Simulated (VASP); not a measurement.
Tl3Zn, 4 atoms in the cell. The structure is cubic, space group Fm-3m (No. 225). Conventional cell: a = 7.662 Å, b = 7.662 Å, c = 7.662 Å, α = 90.00°, β = 90.00°, γ = 90.00°. Within 4.4 Å of Zn (site symmetry m-3m) lie 14 Tl at 3.32 to 3.83 Å. Within 4.4 Å of Tl (site symmetry m-3m) lie 8 Tl at 3.32 Å and 6 Zn at 3.83 Å. Tl (site symmetry -43m) has 4 Zn at 3.32 Å and 10 Tl at 3.32 to 3.83 Å within 4.4 Å. 

```yaml
Program: VASP 6.6.1
Task: single point
Functional: r2SCAN
Potentials_or_basis: VASP PAW PBE potentials, release 64 (Zn, Tl_d)
Cutoff: 520 eV
k_mesh: 4 × 4 × 4
Occupations: fermi-dirac, width 0.1 eV
Spin: no spin polarisation
Dipole_correction: no
Further_INCAR_settings: ALGO = Normal; EDIFF = 1e-07; NBANDS = 34
```

Potentials or basis: VASP PAW PBE potentials, release 64 (Zn, Tl_d).

Launch:

```bash
$ cat potpaw_PBE.64/Zn/POTCAR potpaw_PBE.64/Tl_d/POTCAR > POTCAR
$ cp INCAR.step1 INCAR
$ mpirun -np 1 vasp_std > vasp.out
$ cp INCAR.step2 INCAR
$ mpirun -np 1 vasp_std > vasp.out
```

Hardware: 1 thread of AMD EPYC 7R13 (shared host).

Question: How long does it take, and how much memory?

Answer: It took 5.7 min on 1 thread of AMD EPYC 7R13, on a shared host, peak memory 0.24 GiB. Counts: k points 8.
